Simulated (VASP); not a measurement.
# C (P6_3/mmc) in VASP: further runs

C is run at these levels: PBE; tasks: single point.

The COD entry that gives the cell may itself be a prediction, so a difference from it is no test against experiment.

Program: VASP 6.6.1. These are calculated values, not measurements. Logs are shortened: lines on timing, memory, paths and dates and some standing lists are left out, and cuts for length are marked.

## Step 1: The cell of the first run

It takes space group P6_3/mmc (No. 194, hexagonal). The conventional cell has a = 2.455 Å, b = 2.455 Å, c = 8.097 Å, α = 90.00°, β = 90.00°, γ = 120.00°. Within 2.0 Å of C (site symmetry 3m) lie 4 C at 1.51 Å. Within 2.0 Å of C (site symmetry 3m) lie 4 C at 1.51 to 1.53 Å.

## Step 2: Single point, PBE

Contents of INCAR:

```
PREC = Accurate ; ENCUT = 520
EDIFF = 1E-6 ; ISMEAR = 0
SIGMA = 0.05 ; LREAL = False
LASPH = True ; NELM = 80
ALGO = Normal ; ISIF = 2
LWAVE = False ; LCHARG = False
GGA = PE ; NBANDS = 26
```

Contents of KPOINTS:

```
Automatic mesh
0
Gamma
  12 12 4
```

Contents of POSCAR:

```
C
1.0
    2.4551126132      0.0000000000      0.0000000000
   -1.2275563066      2.1261898921      0.0000000000
    0.0000000000      0.0000000000      8.0970746369
C
8
Direct
    0.0000000000      0.0000000000      0.0929732494
    0.0000000000      0.0000000000      0.5929732494
    0.0000000000      0.0000000000      0.4070267506
    0.0000000000      0.0000000000      0.9070267506
    0.3333333333      0.6666666667      0.1555299995
    0.6666666667      0.3333333333      0.6555299995
    0.3333333333      0.6666666667      0.3444700005
    0.6666666667      0.3333333333      0.8444700005
```

Potentials or basis: VASP PAW PBE potentials, release 64 (C).

Launch:

```
$ cat potpaw_PBE.64/C/POTCAR > POTCAR
$ mpirun -np 1 vasp_std > vasp.out
```

OUTCAR:

```text
PREC = Accurate
   ENCUT = 520
   EDIFF = 1E-6
   ISMEAR = 0
   LREAL = False
   LASPH = True
   NELM = 80
   ISIF = 2
   GGA = PE

 ion  position               nearest neighbor table
   1  0.000  0.000  0.093-   5 1.51   5 1.51   5 1.51   4 1.51
   2  0.000  0.000  0.593-   6 1.51   6 1.51   6 1.51   3 1.51
   3  0.000  0.000  0.407-   7 1.51   7 1.51   7 1.51   2 1.51
   4  0.000  0.000  0.907-   8 1.51   8 1.51   8 1.51   1 1.51
   5  0.333  0.667  0.156-   1 1.51   1 1.51   1 1.51   7 1.53
   6  0.667  0.333  0.656-   2 1.51   2 1.51   2 1.51   8 1.53
   7  0.333  0.667  0.344-   3 1.51   3 1.51   3 1.51   5 1.53
   8  0.667  0.333  0.844-   4 1.51   4 1.51   4 1.51   6 1.53

  LATTYP: Found a hexagonal cell.
 ALAT       =     2.4551126132
 C/A-ratio  =     3.2980461236

  Lattice vectors:

 A1 = (   2.4551126132,   0.0000000000,   0.0000000000)
 A2 = (  -1.2275563066,   2.1261898921,   0.0000000000)
 A3 = (   0.0000000000,   0.0000000000,   8.0970746369)

Analysis of symmetry for initial positions (statically):
=====================================================================
 Subroutine PRICEL returns:
 Original cell was already a primitive cell.

 Routine SETGRP: Setting up the symmetry group for a
 hexagonal supercell.

 Subroutine GETGRP returns: Found 24 space group operations
 (whereof 12 operations were pure point group operations)
 out of a pool of 24 trial point group operations.

The static configuration has the point symmetry D_3d.
 The point group associated with its full space group is D_6h.

Analysis of symmetry for dynamics (positions and initial velocities):
=====================================================================
 Subroutine PRICEL returns:
 Original cell was already a primitive cell.

 Routine SETGRP: Setting up the symmetry group for a
 hexagonal supercell.

 Subroutine GETGRP returns: Found 24 space group operations
 (whereof 12 operations were pure point group operations)
 out of a pool of 24 trial point group operations.

The dynamic configuration has the point symmetry D_3d.
 The point group associated with its full space group is D_6h.

 Subroutine INISYM returns: Found 24 space group operations
 (whereof 12 operations are pure point group operations),
 and found     1 'primitive' translations

----------------------------------------------------------------------------------------

                                     Primitive cell

  volume of cell :      42.2670

  direct lattice vectors                    reciprocal lattice vectors
     2.455112613  0.000000000  0.000000000     0.407313292  0.235162439  0.000000000
    -1.227556307  2.126189892  0.000000000     0.000000000  0.470324877  0.000000000
     0.000000000  0.000000000  8.097074637     0.000000000  0.000000000  0.123501393

  length of vectors
     2.455112613  2.455112613  8.097074637     0.470324877  0.470324877  0.123501393

  position of ions in fractional coordinates (direct lattice)
     0.000000000  0.000000000  0.092973249
     0.000000000  0.000000000  0.592973249
     0.000000000  0.000000000  0.407026751
     0.000000000  0.000000000  0.907026751
     0.333333333  0.666666667  0.155529999
     0.666666667  0.333333333  0.655529999
     0.333333333  0.666666667  0.344470001
     0.666666667  0.333333333  0.844470001

  ion indices of the primitive-cell ions
   primitive index   ion index
                 1           1
                 2           2
                 3           3
                 4           4
                 5           5
                 6           6
                 7           7
                 8           8

----------------------------------------------------------------------------------------

 KPOINTS: Automatic mesh

Automatic generation of k-mesh.
 Grid dimensions read from file:
 generate k-points for:   12   12    4

 Generating k-lattice:

  Cartesian coordinates                     Fractional coordinates (reciprocal lattice)
     0.033942774  0.019596870  0.000000000     0.083333333  0.000000000  0.000000000
     0.000000000  0.039193740  0.000000000     0.000000000  0.083333333  0.000000000
     0.000000000  0.000000000  0.030875348     0.000000000  0.000000000  0.250000000

  Length of vectors
     0.039193740  0.039193740  0.030875348

  Shift w.r.t. Gamma in fractional coordinates (k-lattice)
     0.000000000  0.000000000  0.000000000

 Subroutine IBZKPT returns following result:
 ===========================================

 Found     57 irreducible k-points:

 Following reciprocal coordinates:
            Coordinates               Weight
  0.000000  0.000000  0.000000      1.000000
  0.083333  0.000000  0.000000      6.000000
  0.166667  0.000000  0.000000      6.000000
  0.250000  0.000000  0.000000      6.000000
  0.333333  0.000000  0.000000      6.000000
  0.416667  0.000000  0.000000      6.000000
[... 16 lines left out ...]
  0.250000  0.000000  0.250000     12.000000
  0.333333  0.000000  0.250000     12.000000
 [... further k-points ...]
   k-points           NKPTS =     57   k-points in BZ     NKDIM =     57   number of bands    NBANDS=     26
   number of dos      NEDOS =    301   number of ions     NIONS =      8
   total plane-waves  NPLWV =  19440
   dimension x,y,z NGX =    18 NGY =   18 NGZ =   60
   dimension x,y,z NGXF=    36 NGYF=   36 NGZF=  120
   ions per type =               8
   NGX,Y,Z   is equivalent  to a cutoff of  12.19, 12.19, 12.32 a.u.
   NGXF,Y,Z  is equivalent  to a cutoff of  24.38, 24.38, 24.64 a.u.
 SYSTEM =  unknown system
   PREC   = accura    normal or accurate (medium, high low for compatibility)
   ISTART =      0    job   : 0-new  1-cont  2-samecut
   ICHARG =      2    charge: 1-file 2-atom 10-const
   ISPIN  =      1    spin polarized calculation?
   LNONCOLLINEAR =      F non collinear calculations
   LSORBIT =      F    spin-orbit coupling
   LASPH  =      T    aspherical Exc in radial PAW
   ENCUT  =  520.0 eV  38.22 Ry    6.18 a.u.   4.56  4.56 15.06*2*pi/ulx,y,z
   NELM   =     80;   NELMIN=  2; NELMDL= -5     # of ELM steps
   EDIFF  = 0.1E-05   stopping-criterion for ELM
   LREAL  =      F    real-space projection
   EDIFFG = 0.1E-04   stopping-criterion for IOM
   NSW    =      0    number of steps for IOM
   IBRION =     -1    ionic relax: 0-MD 1-quasi-New 2-CG
   NFREE  =      0    steps in history (QN), initial steepest desc. (CG)
   ISIF   =      2    stress and relaxation
   ISYM   =      2    0-nonsym 1-usesym 2-fastsym
   POTIM  = 0.5000    time-step for ionic-motion
   TEBEG  =    0.0;   TEEND  =   0.0 temperature during run
   PSTRESS=    0.0 pullay stress
   NELECT =      32.0000    total number of electrons
   NUPDOWN=      -1.0000    fix difference up-down
   EMIN   =  10.00;   EMAX   =-10.00  energy-range for DOS
   EFERMI =   0.00;   METHOD = LEGACY
   ISMEAR =     0;   SIGMA  =   0.05  broadening in eV -4-tet -1-fermi 0-gaus
   EFERMI_NEDOS =   21; number of points for ismear=-14 and -15
   IALGO  =     38    algorithm
   IMIX   =      4    mixing-type and parameters
     AMIX     =   0.40;   BMIX     =  1.00
     AMIX_MAG =   1.60;   BMIX_MAG =  1.00
  volume/ion in A,a.u.               =       5.28        35.65
  Fermi-wavevector in a.u.,A,eV,Ry     =   1.492076  2.819615 30.290526  2.226291
  Thomas-Fermi vector in A             =   2.604650
   LORBIT       =      0    0 simple, 1 ext, 2 COOP (PROOUT), +10 PAW based schemes
   GGA     = PE    functional components
   LHFCALC =     F    Hartree Fock is set to
   AEXX    =    0.0000 exact exchange contribution
   IVDW    =     0    specifies the selected vdW correction
   LEPSILON=     F    determine dielectric tensor
   LRPA    =     F    only Hartree local field effects (RPA)
 non-spin polarized calculation
 Gauss-broadening in eV      SIGMA  =   0.05
  energy-cutoff  :      520.00
  volume of cell :       42.27
 maximum number of plane-waves:      1162
   NGX =  9   NGY =  9   NGZ = 31

 number of electron      31.9999993 magnetization

 Free energy of the ion-electron system (eV)
  ---------------------------------------------------
  ext. energy  EPLUGINS =         0.00000000
  ---------------------------------------------------
  free energy    TOTEN  =       -72.27678806 eV

  energy without entropy =      -72.27678806  energy(sigma->0) =      -72.27678806

 E-fermi :  11.2077     XC(G=0): -13.6082

 val. band max:       10.9302744957   @ k =   0.0000   0.0000   0.0000
 cond. band min:      15.6497555261   @ k =   0.4167   0.0000   0.0000
 fundamental gap:      4.7194810305
 Fermi energy:        11.2076663225

 k-point     1 :       0.0000    0.0000    0.0000
  band No.  band energies     occupation
      1     -11.6854      2.00000
      2      -9.9580      2.00000
      3      -9.8517      2.00000
      4      -5.5993      2.00000
      5      -3.4175      2.00000
      6       3.7153      2.00000
[... 18 lines left out ...]
     25      19.7973      0.00000
     26      20.3173      0.00000

 k-point     2 :       0.0833    0.0000    0.0000
  band No.  band energies     occupation
      1     -11.5050      2.00000
      2      -9.7802      2.00000
      3      -9.6747      2.00000
      4      -5.4400      2.00000
      5      -3.2465      2.00000
      6       3.8088      2.00000
[... 18 lines left out ...]
     25      20.1680      0.00000
     26      20.6755      0.00000

 k-point     3 :       0.1667    0.0000    0.0000
  band No.  band energies     occupation
      1     -10.9660      2.00000
      2      -9.2489      2.00000
      3      -9.1459      2.00000
      4      -4.9637      2.00000
      5      -2.7444      2.00000
      6       4.0131      2.00000
[... 18 lines left out ...]
     25      20.8006      0.00000
     26      21.9293      0.00000

 k-point     4 :       0.2500    0.0000    0.0000
  band No.  band energies     occupation
      1     -10.0740      2.00000
      2      -8.3705      2.00000
      3      -8.2735      2.00000
      4      -4.1776      2.00000
      5      -1.9618      2.00000
      6       2.2491      2.00000
[... 18 lines left out ...]
     25      22.2174      0.00000
     26      22.2430      0.00000

 k-point     5 :       0.3333    0.0000    0.0000
  band No.  band energies     occupation
      1      -8.8433      2.00000
      2      -7.1612      2.00000
      3      -7.0793      2.00000
      4      -3.1065      2.00000
      5      -1.2935      2.00000
      6      -0.0076      2.00000
[... 18 lines left out ...]
     25      22.9047      0.00000
     26      23.3748      0.00000

 k-point     6 :       0.4167    0.0000    0.0000
  band No.  band energies     occupation
      1      -7.3140      2.00000
      2      -5.6693      2.00000
      3      -5.6635      2.00000
      4      -2.8276      2.00000
      5      -2.0548      2.00000
      6      -1.4213      2.00000
[... 427 lines left out ...]
 k-point    21 :       0.0833    0.0000    0.2500
  band No.  band energies     occupation
      1     -11.3931      2.00000
      2     -10.5023      2.00000
      3      -8.7444      2.00000
      4      -6.2928      2.00000
      5      -2.2089      2.00000
      6       1.6806      2.00000
[... 18 lines left out ...]
     25      20.1533      0.00000
     26      20.6707      0.00000

 k-point    22 :       0.1667    0.0000    0.2500
  band No.  band energies     occupation
      1     -10.8545      2.00000
      2      -9.9678      2.00000
      3      -8.2210      2.00000
      4      -5.7960      2.00000
      5      -1.7367      2.00000
      6       2.0308      2.00000
[... 18 lines left out ...]
     25      21.4537      0.00000
     26      22.0797      0.00000

 k-point    23 :       0.2500    0.0000    0.2500
  band No.  band energies     occupation
      1      -9.9635      2.00000
      2      -9.0844      2.00000
      3      -7.3579      2.00000
      4      -4.9793      2.00000
      5      -1.0116      2.00000
      6       2.1916      2.00000
[... 18 lines left out ...]
     25      21.6336      0.00000
     26      23.2018      0.00000

 k-point    24 :       0.3333    0.0000    0.2500
  band No.  band energies     occupation
      1      -8.7342      2.00000
      2      -7.8684      2.00000
      3      -6.1776      2.00000
      4      -3.8760      2.00000
      5      -0.7209      2.00000
      6       0.2394      2.00000
[... 18 lines left out ...]
     25      21.9491      0.00000
     26      23.8919      0.00000

 [... further k-points ...]
[... 5 lines left out ...]
  --------------------------------------------------------------------------------------
  -------------------------------------------------------------------------------------
  Total       10.2268135     10.2268135     10.2802856      0.0000000     -0.0000000      0.0000000
  in kB      387.6584980    387.6584980    389.6854163      0.0000000     -0.0000000      0.0000000
  external PRESSURE =     388.3341375 kB  Pullay stress =       0.0000000 kB

 VOLUME and BASIS-vectors are now :
 -----------------------------------------------------------------------------
  energy-cutoff  :      520.00
  volume of cell :       42.27
      direct lattice vectors                 reciprocal lattice vectors
     2.455112613  0.000000000  0.000000000     0.407313292  0.235162439  0.000000000
    -1.227556307  2.126189892  0.000000000     0.000000000  0.470324877  0.000000000
     0.000000000  0.000000000  8.097074637     0.000000000  0.000000000  0.123501393

 POSITION                                       TOTAL-FORCE (eV/Angst)
 -----------------------------------------------------------------------------------
      0.00000      0.00000      0.75281         0.000000      0.000000     -0.031291
      0.00000      0.00000      4.80135        -0.000000      0.000000     -0.031291
      0.00000      0.00000      3.29573         0.000000     -0.000000      0.031291
      0.00000      0.00000      7.34426        -0.000000     -0.000000      0.031291
     -0.00000      1.41746      1.25934         0.000000     -0.000000      0.071674
      1.22756      0.70873      5.30788         0.000000      0.000000      0.071674
     -0.00000      1.41746      2.78920        -0.000000     -0.000000     -0.071674
      1.22756      0.70873      6.83774        -0.000000      0.000000     -0.071674
 -----------------------------------------------------------------------------------
    total drift:                                0.000000      0.000000      0.000000

  FREE ENERGIE OF THE ION-ELECTRON SYSTEM (eV)
  ---------------------------------------------------
  free  energy   TOTEN  =       -72.2767880591 eV

  energy  without entropy=      -72.2767880591  energy(sigma->0) =      -72.27678806
```

Wall time 40 s (1 thread of Intel Xeon Platinum 8259CL at 2.50GHz (Skylake/Cascade Lake), shared host); peak memory 0.17 GiB.

What came out:

| Quantity | Value |
| --- | --- |
| Free energy | -72.2768 eV |
| Pressure | 38.8 GPa |
| Largest force | 0.072 eV/Å |
| Band gap on the k mesh | 4.72 eV, indirect (least direct gap 5.46 eV) |

Forces on the atoms (eV/Å):
```
C    0.000  0.000 -0.031
C    0.000  0.000 -0.031
C    0.000  0.000  0.031
C    0.000  0.000  0.031
C    0.000  0.000  0.072
C    0.000  0.000  0.072
C    0.000  0.000 -0.072
C    0.000  0.000 -0.072
```

Stress tensor (GPa, compression positive):
```
38.77  0.00  0.00
 0.00 38.77  0.00
 0.00  0.00 38.97
```

Levels at points of the mesh, in eV from the valence-band top:
| k point | band 13 | band 14 | band 15 | band 16 | band 17 | band 18 | band 19 | band 20 |
| --- | --- | --- | --- | --- | --- | --- | --- | --- |
| (0.00, 0.00, 0.00) | -1.85 | -0.25 | 0.00 | 0.00 | 5.46 | 5.46 | 5.66 | 7.37 |
| (0.50, 0.00, 0.00) | -5.29 | -4.97 | -3.95 | -3.17 | 4.77 | 5.82 | 6.21 | 6.21 |
| (0.00, 0.00, 0.50) | -0.70 | -0.70 | -0.70 | -0.70 | 6.29 | 6.29 | 6.29 | 6.29 |
| (0.50, 0.00, 0.50) | -5.04 | -5.04 | -3.92 | -3.92 | 5.12 | 5.12 | 7.21 | 7.21 |

A k mesh can miss the band edges. PBE gaps usually lie below the measured ones, often by a third to a half.

(Part 1 of 2 ends here.)
